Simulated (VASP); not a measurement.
# K (Im-3m) in VASP: notebook, part 2 of 2

VASP 6.6.1. The steps go on from the part before.

### 3 Single point, PBE

This run uses another cell than the first one, of 75.60 Å³/atom, 1.060 times its volume.

Contents of INCAR:

```
PREC = Accurate
ENCUT = 520
EDIFF = 1E-7
ISMEAR = 0
SIGMA = 0.05
LREAL = F
LASPH = T
NELM = 80
ALGO = Fast
ISIF = 2
LWAVE = F
LCHARG = T
GGA = PE
LELF = T
LVHAR = T
NBANDS = 10
```

Contents of KPOINTS:

```
Automatic mesh
0
Gamma
  10 10 10
```

Contents of POSCAR:

```
K
1.0
   -2.6637384986      2.6637384986      2.6637384986
    2.6637384986     -2.6637384986      2.6637384986
    2.6637384986      2.6637384986     -2.6637384986
K
1
Direct
    0.0000000000      0.0000000000      0.0000000000
```

Potentials or basis: VASP PAW PBE potentials, release 64 (K_sv).

Started as:

```
cat potpaw_PBE.64/K_sv/POTCAR > POTCAR
mpirun -np 1 vasp_std > vasp.out
```

OUTCAR:

```text
PREC = Accurate
   ENCUT = 520
   EDIFF = 1E-7
   ISMEAR = 0
   LREAL = F
   LASPH = T
   NELM = 80
   ISIF = 2
   GGA = PE

 ion  position               nearest neighbor table
   1  0.000  0.000  0.000-

  LATTYP: Found a body centered cubic cell.
 ALAT       =     5.3274769972

  Lattice vectors:

 A1 = (  -2.6637384986,   2.6637384986,   2.6637384986)
 A2 = (   2.6637384986,  -2.6637384986,   2.6637384986)
 A3 = (   2.6637384986,   2.6637384986,  -2.6637384986)

Analysis of symmetry for initial positions (statically):
=====================================================================
 Subroutine PRICEL returns:
 Original cell was already a primitive cell.

 Routine SETGRP: Setting up the symmetry group for a
 body centered cubic supercell.

 Subroutine GETGRP returns: Found 48 space group operations
 (whereof 48 operations were pure point group operations)
 out of a pool of 48 trial point group operations.

The static configuration has the point symmetry O_h .

Analysis of symmetry for dynamics (positions and initial velocities):
=====================================================================
 Subroutine PRICEL returns:
 Original cell was already a primitive cell.

 Routine SETGRP: Setting up the symmetry group for a
 body centered cubic supercell.

 Subroutine GETGRP returns: Found 48 space group operations
 (whereof 48 operations were pure point group operations)
 out of a pool of 48 trial point group operations.

The dynamic configuration has the point symmetry O_h .

 Subroutine INISYM returns: Found 48 space group operations
 (whereof 48 operations are pure point group operations),
 and found     1 'primitive' translations

----------------------------------------------------------------------------------------

                                     Primitive cell

  volume of cell :      75.6023

  direct lattice vectors                    reciprocal lattice vectors
    -2.663738499  2.663738499  2.663738499     0.000000000  0.187706113  0.187706113
     2.663738499 -2.663738499  2.663738499     0.187706113  0.000000000  0.187706113
     2.663738499  2.663738499 -2.663738499     0.187706113  0.187706113  0.000000000

  length of vectors
     4.613730418  4.613730418  4.613730418     0.265456531  0.265456531  0.265456531

  position of ions in fractional coordinates (direct lattice)
     0.000000000  0.000000000  0.000000000

  ion indices of the primitive-cell ions
   primitive index   ion index
                 1           1

----------------------------------------------------------------------------------------

 KPOINTS: Automatic mesh

Automatic generation of k-mesh.
 Grid dimensions read from file:
 generate k-points for:   10   10   10

 Generating k-lattice:

  Cartesian coordinates                     Fractional coordinates (reciprocal lattice)
     0.000000000  0.018770611  0.018770611     0.100000000  0.000000000  0.000000000
     0.018770611  0.000000000  0.018770611     0.000000000  0.100000000  0.000000000
     0.018770611  0.018770611  0.000000000     0.000000000  0.000000000  0.100000000

  Length of vectors
     0.026545653  0.026545653  0.026545653

  Shift w.r.t. Gamma in fractional coordinates (k-lattice)
     0.000000000  0.000000000  0.000000000

 Subroutine IBZKPT returns following result:
 ===========================================

 Found     47 irreducible k-points:

 Following reciprocal coordinates:
            Coordinates               Weight
  0.000000  0.000000  0.000000      1.000000
  0.100000  0.000000  0.000000     12.000000
  0.200000  0.000000  0.000000     12.000000
  0.300000  0.000000  0.000000     12.000000
  0.400000  0.000000  0.000000     12.000000
  0.500000  0.000000  0.000000      6.000000
[... 16 lines left out ...]
  0.300000  0.300000  0.100000      8.000000
 -0.300000  0.300000  0.100000     24.000000
 [... further k-points ...]
   k-points           NKPTS =     47   k-points in BZ     NKDIM =     47   number of bands    NBANDS=     10
   number of dos      NEDOS =    301   number of ions     NIONS =      1
   total plane-waves  NPLWV =  46656
   dimension x,y,z NGX =    36 NGY =   36 NGZ =   36
   dimension x,y,z NGXF=    72 NGYF=   72 NGZF=   72
   ions per type =               1
   NGX,Y,Z   is equivalent  to a cutoff of  12.97, 12.97, 12.97 a.u.
   NGXF,Y,Z  is equivalent  to a cutoff of  25.94, 25.94, 25.94 a.u.
 SYSTEM =  unknown system
   PREC   = accura    normal or accurate (medium, high low for compatibility)
   ISTART =      0    job   : 0-new  1-cont  2-samecut
   ICHARG =      2    charge: 1-file 2-atom 10-const
   ISPIN  =      1    spin polarized calculation?
   LNONCOLLINEAR =      F non collinear calculations
   LSORBIT =      F    spin-orbit coupling
   LASPH  =      T    aspherical Exc in radial PAW
   ENCUT  =  520.0 eV  38.22 Ry    6.18 a.u.   8.58  8.58  8.58*2*pi/ulx,y,z
   NELM   =     80;   NELMIN=  2; NELMDL= -5     # of ELM steps
   EDIFF  = 0.1E-06   stopping-criterion for ELM
   LREAL  =      F    real-space projection
   EDIFFG = 0.1E-05   stopping-criterion for IOM
   NSW    =      0    number of steps for IOM
   IBRION =     -1    ionic relax: 0-MD 1-quasi-New 2-CG
   NFREE  =      0    steps in history (QN), initial steepest desc. (CG)
   ISIF   =      2    stress and relaxation
   ISYM   =      2    0-nonsym 1-usesym 2-fastsym
   POTIM  = 0.5000    time-step for ionic-motion
   TEBEG  =    0.0;   TEEND  =   0.0 temperature during run
   PSTRESS=    0.0 pullay stress
   NELECT =       9.0000    total number of electrons
   NUPDOWN=      -1.0000    fix difference up-down
   EMIN   =  10.00;   EMAX   =-10.00  energy-range for DOS
   EFERMI =   0.00;   METHOD = LEGACY
   ISMEAR =     0;   SIGMA  =   0.05  broadening in eV -4-tet -1-fermi 0-gaus
   EFERMI_NEDOS =   21; number of points for ismear=-14 and -15
   IALGO  =     68    algorithm
   IMIX   =      4    mixing-type and parameters
     AMIX     =   0.40;   BMIX     =  1.00
     AMIX_MAG =   1.60;   BMIX_MAG =  1.00
  volume/ion in A,a.u.               =      75.60       510.19
  Fermi-wavevector in a.u.,A,eV,Ry     =   0.805337  1.521865  8.824289  0.648567
  Thomas-Fermi vector in A             =   1.913562
   LORBIT       =      0    0 simple, 1 ext, 2 COOP (PROOUT), +10 PAW based schemes
   GGA     = PE    functional components
   LHFCALC =     F    Hartree Fock is set to
   AEXX    =    0.0000 exact exchange contribution
   IVDW    =     0    specifies the selected vdW correction
   LEPSILON=     F    determine dielectric tensor
   LRPA    =     F    only Hartree local field effects (RPA)
 non-spin polarized calculation
 RMM-DIIS sequential band-by-band and
 Gauss-broadening in eV      SIGMA  =   0.05
  energy-cutoff  :      520.00
  volume of cell :       75.60
 maximum number of plane-waves:      2093
 NGX is ok and might be reduce to    36
   NGX = 17   NGY = 17   NGZ = 17

 number of electron       9.0000001 magnetization

 Free energy of the ion-electron system (eV)
  ---------------------------------------------------
  ext. energy  EPLUGINS =         0.00000000
  ---------------------------------------------------
  free energy    TOTEN  =        -1.04409025 eV

  energy without entropy =       -1.04205612  energy(sigma->0) =       -1.04307319

 E-fermi :  -0.1837     XC(G=0):  -5.5855

 val. band max:       -0.1883318939   @ k =   0.3000   0.2000  -0.0000
 cond. band min:      -0.0939927103   @ k =  -0.4000   0.4000   0.2000
 fundamental gap:      0.0943391836
 Fermi energy:        -0.1836955250

 k-point     1 :       0.0000    0.0000    0.0000
  band No.  band energies     occupation
      1     -32.3284      2.00000
      2     -15.7798      2.00000
      3     -15.7798      2.00000
      4     -15.7798      2.00000
      5      -2.2968      2.00000
      6       4.0872      0.00000
      7       4.0872      0.00000
      8       4.0872      0.00000
      9       4.9799      0.00000
     10       4.9799      0.00000

 k-point     2 :       0.1000    0.0000    0.0000
  band No.  band energies     occupation
      1     -32.3280      2.00000
      2     -15.7857      2.00000
      3     -15.7817      2.00000
      4     -15.7797      2.00000
      5      -2.1754      2.00000
      6       3.8885      0.00000
      7       3.9307      0.00000
      8       4.1825      0.00000
      9       4.7882      0.00000
     10       4.9483      0.00000
[... 274 lines left out ...]
 k-point    24 :      -0.3000    0.3000    0.1000
  band No.  band energies     occupation
      1     -32.3257      2.00000
      2     -15.8191      2.00000
      3     -15.7955      2.00000
      4     -15.7843      2.00000
      5      -1.1361      2.00000
      6       2.3248      0.00000
      7       3.2749      0.00000
      8       4.1401      0.00000
      9       4.9302      0.00000
     10       5.3467      0.00000

 [... further k-points ...]
[... 5 lines left out ...]
  --------------------------------------------------------------------------------------
  -------------------------------------------------------------------------------------
  Total       -0.0438085     -0.0438085     -0.0438085      0.0000000     -0.0000000      0.0000000
  in kB       -0.9283989     -0.9283989     -0.9283989      0.0000000     -0.0000000      0.0000000
  external PRESSURE =      -0.9283989 kB  Pullay stress =       0.0000000 kB

 VOLUME and BASIS-vectors are now :
 -----------------------------------------------------------------------------
  energy-cutoff  :      520.00
  volume of cell :       75.60
      direct lattice vectors                 reciprocal lattice vectors
    -2.663738499  2.663738499  2.663738499     0.000000000  0.187706113  0.187706113
     2.663738499 -2.663738499  2.663738499     0.187706113  0.000000000  0.187706113
     2.663738499  2.663738499 -2.663738499     0.187706113  0.187706113  0.000000000

 POSITION                                       TOTAL-FORCE (eV/Angst)
 -----------------------------------------------------------------------------------
      0.00000      0.00000      0.00000         0.000000      0.000000      0.000000
 -----------------------------------------------------------------------------------
    total drift:                               -0.000000     -0.000000      0.000000

  FREE ENERGIE OF THE ION-ELECTRON SYSTEM (eV)
  ---------------------------------------------------
  free  energy   TOTEN  =        -1.0440902541 eV

  energy  without entropy=       -1.0420561227  energy(sigma->0) =       -1.04307319
```

It took 73 s on 1 thread of AMD EPYC 7R13, shared host; peak memory 0.18 GiB.

What came out:

```
Free energy : -1.0441 eV
Pressure    : -0.1 GPa
```
